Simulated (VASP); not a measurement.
# AlIn (P6/mmm) in VASP: settings compared

Aim: see how the results for AlIn move with the level of theory and the settings. Levels: r2SCAN, PBEsol-based screened hybrid. Tasks: single point.

All numbers are computed with VASP 6.6.1; they aren't measurements. Logs are shortened: lines on timing, memory, paths and dates and some standing lists are left out, and cuts for length are marked.

### Step 1. The cell of the first run

Symmetry: P6/mmm, No. 191, hexagonal system. Conventional cell: a = 3.054 Å, b = 3.054 Å, c = 5.828 Å, α = 90.00°, β = 90.00°, γ = 120.00°. Within 3.8 Å of Al (site symmetry 6/mmm) lie 2 In at 2.91 Å and 6 Al at 3.05 Å. Within 3.8 Å of In (site symmetry 6/mmm) lie 2 Al at 2.91 Å and 6 In at 3.05 Å.

### Step 2. Single point, r2SCAN

File POSCAR:

```
AlIn
1.0
    3.0541300000      0.0000000000      0.0000000000
   -1.5270700000      2.6449600000      0.0000000000
    0.0000000000      0.0000000000      5.8280200000
Al In
1 1
Direct
    0.0000000000      0.0000000000      0.0000000000
    0.0000000000      0.0000000000      0.5000000000
```

File INCAR.step1:

```
PREC = Accurate ; ENCUT = 520
ISMEAR = -1 ; SIGMA = 0.05
LREAL = F ; LASPH = T
NELM = 80 ; NBANDS = 15
GGA = PE ; ALGO = Normal
EDIFF = 1E-4 ; LWAVE = T
LCHARG = F
```

File INCAR.step2:

```
PREC = Accurate ; ENCUT = 520
EDIFF = 1E-6 ; ISMEAR = -1
SIGMA = 0.05 ; LREAL = F
LASPH = T ; NELM = 80
ALGO = Normal ; ISIF = 2
LWAVE = F ; LCHARG = F
METAGGA = R2SCAN ; LMIXTAU = T
NBANDS = 15 ; ISTART = 1
```

File KPOINTS:

```
Automatic mesh
0
Gamma
  6 6 3
```

Potentials or basis: VASP PAW PBE potentials, release 64 (Al, In_d).

The run is started by

```bash
$ cat potpaw_PBE.64/Al/POTCAR potpaw_PBE.64/In_d/POTCAR > POTCAR
$ cp INCAR.step1 INCAR
$ mpirun -np 1 vasp_std > vasp.out
$ cp INCAR.step2 INCAR
$ mpirun -np 1 vasp_std > vasp.out
```

OUTCAR:

```text
PREC = Accurate
   ENCUT = 520
   EDIFF = 1E-6
   ISMEAR = -1
   LREAL = F
   LASPH = T
   NELM = 80
   ISIF = 2
   METAGGA = R2SCAN
   ISTART = 1

 ion  position               nearest neighbor table
   1  0.000  0.000  0.000-   2 2.91   2 2.91
   2  0.000  0.000  0.500-   1 2.91   1 2.91

  LATTYP: Found a hexagonal cell.
 ALAT       =     3.0541300000
 C/A-ratio  =     1.9082422818

  Lattice vectors:

 A1 = (   3.0541300000,   0.0000000000,   0.0000000000)
 A2 = (  -1.5270700000,   2.6449600000,   0.0000000000)
 A3 = (   0.0000000000,   0.0000000000,   5.8280200000)

Analysis of symmetry for initial positions (statically):
=====================================================================
 Subroutine PRICEL returns:
 Original cell was already a primitive cell.

 Routine SETGRP: Setting up the symmetry group for a
 hexagonal supercell.

 Subroutine GETGRP returns: Found 24 space group operations
 (whereof 24 operations were pure point group operations)
 out of a pool of 24 trial point group operations.

The static configuration has the point symmetry D_6h.

Analysis of symmetry for dynamics (positions and initial velocities):
=====================================================================
 Subroutine PRICEL returns:
 Original cell was already a primitive cell.

 Routine SETGRP: Setting up the symmetry group for a
 hexagonal supercell.

 Subroutine GETGRP returns: Found 24 space group operations
 (whereof 24 operations were pure point group operations)
 out of a pool of 24 trial point group operations.

The dynamic configuration has the point symmetry D_6h.

 Subroutine INISYM returns: Found 24 space group operations
 (whereof 24 operations are pure point group operations),
 and found     1 'primitive' translations

----------------------------------------------------------------------------------------

                                     Primitive cell

  volume of cell :      47.0790

  direct lattice vectors                    reciprocal lattice vectors
     3.054130000  0.000000000  0.000000000     0.327425486  0.189039395  0.000000000
    -1.527070000  2.644960000  0.000000000     0.000000000  0.378077551  0.000000000
     0.000000000  0.000000000  5.828020000     0.000000000  0.000000000  0.171584861

  length of vectors
     3.054130000  3.054137552  5.828020000     0.378078486  0.378077551  0.171584861

  position of ions in fractional coordinates (direct lattice)
     0.000000000  0.000000000  0.000000000
     0.000000000  0.000000000  0.500000000

  ion indices of the primitive-cell ions
   primitive index   ion index
                 1           1
                 2           2

----------------------------------------------------------------------------------------

 KPOINTS: Automatic mesh

Automatic generation of k-mesh.
 Grid dimensions read from file:
 generate k-points for:    6    6    3

 Generating k-lattice:

  Cartesian coordinates                     Fractional coordinates (reciprocal lattice)
     0.054570914  0.031506566  0.000000000     0.166666667  0.000000000  0.000000000
     0.000000000  0.063012925  0.000000000     0.000000000  0.166666667  0.000000000
     0.000000000  0.000000000  0.057194954     0.000000000  0.000000000  0.333333333

  Length of vectors
     0.063013081  0.063012925  0.057194954

  Shift w.r.t. Gamma in fractional coordinates (k-lattice)
     0.000000000  0.000000000  0.000000000

 Subroutine IBZKPT returns following result:
 ===========================================

 Found     14 irreducible k-points:

 Following reciprocal coordinates:
            Coordinates               Weight
  0.000000  0.000000  0.000000      1.000000
  0.166667  0.000000  0.000000      6.000000
  0.333333 -0.000000  0.000000      6.000000
  0.500000  0.000000  0.000000      3.000000
  0.166667  0.166667  0.000000      6.000000
  0.333333  0.166667  0.000000     12.000000
  0.333333  0.333333  0.000000      2.000000
  0.000000  0.000000  0.333333      2.000000
  0.166667  0.000000  0.333333     12.000000
  0.333333 -0.000000  0.333333     12.000000
  0.500000  0.000000  0.333333      6.000000
  0.166667  0.166667  0.333333     12.000000
  0.333333  0.166667  0.333333     24.000000
  0.333333  0.333333  0.333333      4.000000
   k-points           NKPTS =     14   k-points in BZ     NKDIM =     14   number of bands    NBANDS=     15
   number of dos      NEDOS =    301   number of ions     NIONS =      2
   total plane-waves  NPLWV =  27648
   dimension x,y,z NGX =    24 NGY =   24 NGZ =   48
   dimension x,y,z NGXF=    48 NGYF=   48 NGZF=   96
   ions per type =               1   1
   NGX,Y,Z   is equivalent  to a cutoff of  13.06, 13.06, 13.69 a.u.
   NGXF,Y,Z  is equivalent  to a cutoff of  26.13, 26.13, 27.38 a.u.
 SYSTEM =  unknown system
   PREC   = accura    normal or accurate (medium, high low for compatibility)
   ISTART =      1    job   : 0-new  1-cont  2-samecut
   ICHARG =      0    charge: 1-file 2-atom 10-const
   ISPIN  =      1    spin polarized calculation?
   LNONCOLLINEAR =      F non collinear calculations
   LSORBIT =      F    spin-orbit coupling
   LASPH  =      T    aspherical Exc in radial PAW
   ENCUT  =  520.0 eV  38.22 Ry    6.18 a.u.   5.68  5.68 10.84*2*pi/ulx,y,z
   NELM   =     80;   NELMIN=  2; NELMDL=  0     # of ELM steps
   EDIFF  = 0.1E-05   stopping-criterion for ELM
   LREAL  =      F    real-space projection
[... 7 lines left out ...]
   TEBEG  =    0.0;   TEEND  =   0.0 temperature during run
   PSTRESS=    0.0 pullay stress
   NELECT =      16.0000    total number of electrons
   NUPDOWN=      -1.0000    fix difference up-down
   EMIN   =  10.00;   EMAX   =-10.00  energy-range for DOS
   EFERMI =   0.00;   METHOD = LEGACY
   ISMEAR =    -1;   SIGMA  =   0.05  broadening in eV -4-tet -1-fermi 0-gaus
   EFERMI_NEDOS =   21; number of points for ismear=-14 and -15
   IALGO  =     38    algorithm
   IMIX   =      4    mixing-type and parameters
     AMIX     =   0.40;   BMIX     =  1.00
     AMIX_MAG =   1.60;   BMIX_MAG =  1.00
  volume/ion in A,a.u.               =      23.54       158.85
  Fermi-wavevector in a.u.,A,eV,Ry     =   1.142455  2.158926 17.758357  1.305202
  Thomas-Fermi vector in A             =   2.279152
   LORBIT       =      0    0 simple, 1 ext, 2 COOP (PROOUT), +10 PAW based schemes
   METAGGA = R2SCAN    functional components
   LHFCALC =     F    Hartree Fock is set to
   AEXX    =    0.0000 exact exchange contribution
   IVDW    =     0    specifies the selected vdW correction
   LEPSILON=     F    determine dielectric tensor
   LRPA    =     F    only Hartree local field effects (RPA)
 non-spin polarized calculation
  energy-cutoff  :      520.00
  volume of cell :       47.08
 maximum number of plane-waves:      1281
 NGX is ok and might be reduce to    24
   NGX = 11   NGY = 11   NGZ = 21

 number of electron      15.9999997 magnetization

 Free energy of the ion-electron system (eV)
  ---------------------------------------------------
  ext. energy  EPLUGINS =         0.00000000
  ---------------------------------------------------
  free energy    TOTEN  =       -28.73086025 eV

  energy without entropy =      -28.72425262  energy(sigma->0) =      -28.72755644

 E-fermi :   6.6861     XC(G=0): -10.5184

 val. band max:        6.4622673862   @ k =   0.3333   0.1667   0.0000
 cond. band min:       6.7086525191   @ k =   0.5000   0.0000   0.0000
 fundamental gap:      0.2463851329
 Fermi energy:         6.6860878116

 k-point     1 :       0.0000    0.0000    0.0000
  band No.  band energies     occupation
      1      -8.9603      2.00000
      2      -8.8170      2.00000
      3      -8.8170      2.00000
      4      -8.3823      2.00000
      5      -8.3823      2.00000
      6      -3.5511      2.00000
      7       0.7065      2.00000
      8       2.4308      2.00000
      9      14.5238      0.00000
     10      16.2538      0.00000
     11      17.3817      0.00000
     12      17.3817      0.00000
     13      19.1646      0.00000
     14      19.1647      0.00000
     15      20.2092      0.00000

 k-point     2 :       0.1667    0.0000    0.0000
  band No.  band energies     occupation
      1      -8.9254      2.00000
      2      -8.7879      2.00000
      3      -8.6760      2.00000
      4      -8.4817      2.00000
      5      -8.4024      2.00000
      6      -2.8967      2.00000
      7       1.3052      2.00000
      8       3.0935      2.00000
      9      12.4495      0.00000
     10      15.2100      0.00000
     11      15.2819      0.00000
     12      16.1780      0.00000
     13      16.8033      0.00000
     14      18.1770      0.00000
     15      18.6855      0.00000

 k-point     3 :       0.3333   -0.0000    0.0000
  band No.  band energies     occupation
      1      -9.0571      2.00000
      2      -8.6686      2.00000
      3      -8.5502      2.00000
      4      -8.4424      2.00000
      5      -8.3825      2.00000
      6      -0.8838      2.00000
      7       3.1458      2.00000
      8       4.9213      2.00000
      9       7.0570      0.00120
     10      10.9109      0.00000
     11      13.2020      0.00000
     12      13.4694      0.00000
     13      15.3963      0.00000
     14      16.9272      0.00000
     15      17.1231      0.00000
[... 163 lines left out ...]
 k-point    13 :       0.3333    0.1667    0.3333
  band No.  band energies     occupation
      1      -8.9497      2.00000
      2      -8.7101      2.00000
      3      -8.5241      2.00000
      4      -8.5130      2.00000
      5      -8.3368      2.00000
      6       1.6167      2.00000
      7       3.2020      2.00000
      8       5.6056      2.00000
      9       6.8783      0.04187
     10       9.1988      0.00000
     11      10.0320      0.00000
     12      11.4230      0.00000
     13      13.8998      0.00000
     14      14.7594      0.00000
     15      17.6595      0.00000

 k-point    14 :       0.3333    0.3333    0.3333
  band No.  band energies     occupation
      1      -8.6392      2.00000
      2      -8.6392      2.00000
      3      -8.6259      2.00000
      4      -8.6259      2.00000
      5      -8.4874      2.00000
      6       4.0854      2.00000
      7       5.4234      2.00000
      8       5.4234      2.00000
      9       5.6347      2.00000
     10       6.8390      0.08970
     11       6.8390      0.08968
     12      12.0248      0.00000
     13      14.0989      0.00000
     14      14.0989      0.00000
     15      16.5249      0.00000

------------------------ aborting loop because EDIFF is reached ----------------------------------------

  FORCE on cell =-STRESS in cart. coord.  units (eV):
  Direction    XX          YY          ZZ          XY          YZ          ZX
  --------------------------------------------------------------------------------------
  -------------------------------------------------------------------------------------
  Total       -0.3758650     -0.3758666     -0.6439321      0.0000007     -0.0000000      0.0000000
  in kB      -12.7913023    -12.7913587    -21.9140681      0.0000242     -0.0000000      0.0000000
  external PRESSURE =     -15.8322430 kB  Pullay stress =       0.0000000 kB

 VOLUME and BASIS-vectors are now :
 -----------------------------------------------------------------------------
  energy-cutoff  :      520.00
  volume of cell :       47.08
      direct lattice vectors                 reciprocal lattice vectors
     3.054130000  0.000000000  0.000000000     0.327425486  0.189039395  0.000000000
    -1.527070000  2.644960000  0.000000000     0.000000000  0.378077551  0.000000000
     0.000000000  0.000000000  5.828020000     0.000000000  0.000000000  0.171584861

 POSITION                                       TOTAL-FORCE (eV/Angst)
 -----------------------------------------------------------------------------------
      0.00000      0.00000      0.00000        -0.000000      0.000000      0.000000
      0.00000      0.00000      2.91401         0.000000      0.000000      0.000000
 -----------------------------------------------------------------------------------
    total drift:                                0.000000      0.000000      0.000000

  FREE ENERGIE OF THE ION-ELECTRON SYSTEM (eV)
  ---------------------------------------------------
  free  energy   TOTEN  =       -28.7308602515 eV

  energy  without entropy=      -28.7242526215  energy(sigma->0) =      -28.72755644
```

It took 31 s on 1 thread of Intel Xeon Platinum 8124M at 3.00GHz (Skylake/Cascade Lake), shared host; peak memory 0.17 GiB.

What came out:

* Free energy: -28.7309 eV
* Pressure: -1.6 GPa
* Band gap on the k mesh: zero (band 8 reaches 7.28 eV, above the bottom of band 9 at 4.74 eV)

Levels at points of the mesh, in eV from the Fermi level:
```csv
k point,band 4,band 5,band 6,band 7,band 8,band 9,band 10,band 11,band 12,band 13
"(0.00, 0.00, 0.00)",-15.07,-15.07,-10.24,-5.98,-4.26,7.84,9.57,10.70,10.70,12.48
"(0.50, 0.00, 0.00)",-15.12,-14.92,-4.48,-3.89,-0.81,0.02,0.17,3.67,6.12,8.26
```

Caveat: the k points lie up to 0.40 Å⁻¹ apart; the PAW data sets were made with another functional, which shifts forces and pressure a little; spin-orbit coupling is left out, which moves the levels of the heavy elements.

### Step 3. Single point, PBEsol-based screened hybrid

This run uses another cell than the first one, of 22.01 Å³/atom, 0.935 times its volume.

File POSCAR:

```
AlIn
1.0
    2.9659840197      0.0000028034      0.0000000000
   -1.4829944377      2.5686161066      0.0000000000
    0.0000000000      0.0000000000      5.7780468777
Al In
1 1
Direct
    0.0000000000      0.0000000000      0.0000000000
    0.0000000000      0.0000000000      0.5000000000
```

File INCAR.step1:

```
  PREC = Accurate
  ENCUT = 520
  EDIFF = 1E-5
  ISMEAR = -1
  SIGMA = 0.05
  LREAL = F
  LASPH = T
  NELM = 100
  ALGO = Normal
  ISIF = 2
  LWAVE = T
  LCHARG = F
  GGA = PE
  NBANDS = 15
```

File INCAR.step2:

```
  PREC = Accurate
  ENCUT = 520
  EDIFF = 1E-6
  ISMEAR = -1
  SIGMA = 0.05
  LREAL = F
  LASPH = T
  NELM = 100
  ALGO = Normal
  ISIF = 2
  LWAVE = F
  LCHARG = F
  GGA = PS
  LHFCALC = T
  AEXX = 0.25
  HFSCREEN = 0.207
  PRECFOCK = Normal
  ISTART = 1
  NBANDS = 15
```

File KPOINTS:

```
regular mesh
0
Gamma
  5 5 3
```

Potentials or basis: VASP PAW PBE potentials, release 64 (Al, In_d).

The run is started by

```bash
$ cat potpaw_PBE.64/Al/POTCAR potpaw_PBE.64/In_d/POTCAR > POTCAR
$ cp INCAR.step1 INCAR
$ mpirun -np 1 vasp_std > vasp.out
$ cp INCAR.step2 INCAR
$ mpirun -np 1 vasp_std > vasp.out
```

Run time: 4.8 min. Hardware: 1 thread of AMD EPYC 9R45 (Zen 5), shared host; peak memory 0.24 GiB.

Results (log left out):

```yaml
Free_energy: -7.2113 eV
Pressure: -0.1 GPa
Band_gap_on_the_k_mesh: zero (band 8 reaches 8.34 eV, above the bottom of band 9 at 5.88 eV)
```

Levels at points of the mesh, in eV from the Fermi level:
```
           k point  band 4  band 5  band 6  band 7  band 8  band 9  band 10  band 11  band 12  band 13
(0.00, 0.00, 0.00)  -16.14  -16.14  -11.18   -6.52   -4.71    8.32    10.25    12.28    12.28    13.61
```

Caveat: the k points lie up to 0.49 Å⁻¹ apart; the PAW data sets were made with another functional, which shifts forces and pressure a little; spin-orbit coupling is left out, which moves the levels of the heavy elements.
